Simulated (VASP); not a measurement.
A run of VASP 6.6.1:

The input POSCAR:

```
CdS
1.0
    2.7506813510      2.7506813510      0.0000000000
   -2.7506813510      2.7506813510      0.0000000000
    0.0000000000      2.7506813510      2.7506813510
Cd S
1 1
Direct
    0.0000000000      0.0000000000      0.0000000000
    0.5000000000      0.5000000000      0.0000000000
```

Contents of INCAR.step1:

```
  PREC = Accurate
  ENCUT = 700
  ISMEAR = 0
  SIGMA = 0.01
  LREAL = F
  LASPH = T
  NELM = 120
  NBANDS = 20
  GGA = PE
  ALGO = Normal
  EDIFF = 1E-5
  LWAVE = T
  LCHARG = F
  GGA_COMPAT = F
```

The input INCAR.step2:

```
  PREC = Accurate
  ENCUT = 700
  EDIFF = 1E-6
  ISMEAR = 0
  SIGMA = 0.01
  LREAL = F
  LASPH = T
  NELM = 120
  ALGO = Normal
  ISIF = 2
  LWAVE = F
  LCHARG = T
  METAGGA = R2SCAN
  LMIXTAU = T
  LELF = T
  LVHAR = T
  NBANDS = 20
  ISTART = 1
  GGA_COMPAT = F
```

File KPOINTS:

```
regular mesh
0
Gamma
  8 8 8
```

Potentials or basis: VASP PAW PBE potentials, release 64 (Cd_sv_GW, S).

Run with:

```sh
$ cat potpaw_PBE.64/Cd_sv_GW/POTCAR potpaw_PBE.64/S/POTCAR > POTCAR
$ cp INCAR.step1 INCAR
$ mpirun -np 1 vasp_std > vasp.out
$ cp INCAR.step2 INCAR
$ mpirun -np 1 vasp_std > vasp.out
```

Hardware: 1 thread of AMD EPYC 9R45 96-Core Processor (Zen 5), on a shared host.

Task: How long does it take, and how much memory?

Result: Run time: 110 s on 1 thread of AMD EPYC 9R45 96-Core Processor (Zen 5), with other jobs on the host, peak memory 0.22 GiB. Counts: k points 29.
